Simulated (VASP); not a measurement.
Here is a VASP 6.6.1 calculation.

File POSCAR:

```
Cs
1.0
   -3.1284650614      3.1284650614      3.1284650614
    3.1284650614     -3.1284650614      3.1284650614
    3.1284650614      3.1284650614     -3.1284650614
Cs
1
Direct
    0.0000000000      0.0000000000      0.0000000000
```

The input INCAR.step1:

```
PREC = Accurate
ENCUT = 600
ISMEAR = 0
SIGMA = 0.1
LREAL = False
LASPH = True
NELM = 80
GGA = PE
ALGO = Normal
EDIFF = 1E-4
LWAVE = True
LCHARG = False
```

INCAR.step2

```
PREC = Accurate
ENCUT = 600
EDIFF = 1E-6
ISMEAR = 0
SIGMA = 0.1
LREAL = False
LASPH = True
NELM = 80
ALGO = Normal
ISIF = 3
LWAVE = False
LCHARG = False
METAGGA = R2SCAN
LMIXTAU = True
IBRION = 2
NSW = 100
EDIFFG = -0.005
ISTART = 1
```

The input KPOINTS:

```
regular mesh
0
Gamma
  10 10 10
```

Potentials or basis: VASP PAW PBE potentials, release 64 (Cs_sv).

Launch:

```bash
$ cat potpaw_PBE.64/Cs_sv/POTCAR > POTCAR
$ cp INCAR.step1 INCAR
$ mpirun -np 1 vasp_std > vasp.out
$ cp INCAR.step2 INCAR
$ mpirun -np 1 vasp_std > vasp.out
```

Q: What does it give for the relaxed cell?

A: a = 5.434 Å, b = 5.434 Å, c = 5.434 Å, α = 109.47°, β = 109.47°, γ = 109.47°.

Q: Estimate the band gap on the k mesh.

A: Zero (an odd number of electrons rules out a gap without spin polarisation).

Final structure:
```xyz
1
Lattice="-3.1376 3.1376 3.1376 3.1376 -3.1376 3.1376 3.1376 3.1376 -3.1376" Properties=species:S:1:pos:R:3 pbc="T T T"
Cs    0.0000    0.0000    0.0000
```

Caveat: spin-orbit coupling is left out, which moves the levels of the heavy elements.
